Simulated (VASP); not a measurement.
A run of VASP 6.6.1 is set up as follows.

The input INCAR:

```
SYSTEM = Na
ALGO = Normal
EDIFF = 1E-7
ENCUT = 520
GGA = PS
ISIF = 2
ISMEAR = 1
LASPH = .TRUE.
LCHARG = .FALSE.
LREAL = .FALSE.
LWAVE = .FALSE.
NBANDS = 34
NELM = 60
PREC = Accurate
SIGMA = 0.15
```

File KPOINTS:

```
k-points
0
G
  2 2 2
  0 0 0
```

Contents of POSCAR:

```
Na
1.0
   -4.3420640000      4.3420640000      4.3420640000
    4.3420640000     -4.3420640000      4.3420640000
    4.3420640000      4.3420640000     -4.3420640000
Na
7
Direct
    0.0384015528     -0.0312396363     -0.0009360756
    0.0001297770     -0.0001303528      0.4993771395
    0.0421335337      0.5413197502      0.5702865043
    0.6038594779      0.1062607553      0.0010731072
    0.4689069530     -0.0315385724      0.4294387416
    0.4700980916      0.5415125157     -0.0013005336
    0.5008946206      0.4985291557      0.4973860358
```

Potentials or basis: VASP PAW PBE potentials, release 64 (Na_pv).

Launch:

```console
$ cat potpaw_PBE.64/Na_pv/POTCAR > POTCAR
$ mpirun -np 1 vasp_std > vasp.out
```

Question: Estimate the pressure.

Answer: -0.6 GPa.

Question: What does it give for the largest force?

Answer: 0.178 eV/Å.

Question: Predict the band gap on the k mesh.

Answer: Zero (an odd number of electrons rules out a gap without spin polarisation).

Forces on the atoms (eV/Å):
```
Na   0.006 -0.005  0.033
Na   0.001  0.000  0.022
Na  -0.006 -0.007  0.033
Na  -0.001  0.001 -0.178
Na   0.006  0.006  0.034
Na  -0.007  0.007  0.034
Na   0.001  0.000  0.021
```

Caveat: the k points lie up to 0.51 Å⁻¹ apart, too coarse for converged energies and pressures of a metal; the PAW data sets were made with another functional, which shifts forces and pressure a little.
